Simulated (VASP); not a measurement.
Wanted: the native input for a VASP 6.6.1 run.

```
Task                   : single point
Functional             : LDA
Potentials or basis    : VASP PAW LDA potentials, release 64 (Ga_d, Sb)
Cutoff                 : 520 eV
k mesh                 : 10 × 10 × 10
Occupations            : gaussian, width 0.15 eV
Spin                   : no spin polarisation
Dipole correction      : no
Further INCAR settings : ALGO = Normal; EDIFF = 1e-06; NBANDS = 22
```

The structure of GaSb3 lies in POSCAR:

```
GaSb3
1.0
    0.0000000000      3.5860033696      3.3995311944
    3.5860033696      0.0000000000      3.3995311944
    3.5860033696      3.5860033696      0.0000000000
Ga Sb
1 3
Direct
    0.0000000000      0.0000000000      0.0000000000
    0.2500000000      0.2500000000      0.2500000000
    0.7500000000      0.7500000000      0.7500000000
    0.5000000000      0.5000000000      0.5000000000
```

This cell differs from its parent crystal: volume 21.858 Å^3 an atom, c/a of the conventional cell 0.9480.

One way to write it, as run:

INCAR

```
SYSTEM = GaSb3
  PREC = Accurate
  ENCUT = 520
  EDIFF = 1E-6
  ISMEAR = 0
  SIGMA = 0.15
  LREAL = .False.
  LASPH = .True.
  NELM = 80
  ALGO = Normal
  ISIF = 2
  LWAVE = .False.
  LCHARG = .False.
  GGA = CA
  NBANDS = 22
```

KPOINTS

```
Automatic mesh
0
Gamma
  10 10 10
  0 0 0
```

Potentials or basis: VASP PAW LDA potentials, release 64 (Ga_d, Sb).

Run with:

```console
$ cat potpaw_LDA.64/Ga_d/POTCAR potpaw_LDA.64/Sb/POTCAR > POTCAR
$ mpirun -np 1 vasp_std > vasp.out
```

It gave:

- Pressure: 7.3 GPa
- Band gap on the k mesh: zero (band 14 reaches 11.53 eV, above the bottom of band 15 at 6.95 eV)

Caveat: spin-orbit coupling is left out, which moves the levels of the heavy elements.

Wall time 100 s on 1 thread of Intel(R) Xeon(R) Platinum 8488C (Sapphire Rapids) (shared host), peak memory 0.32 GiB.
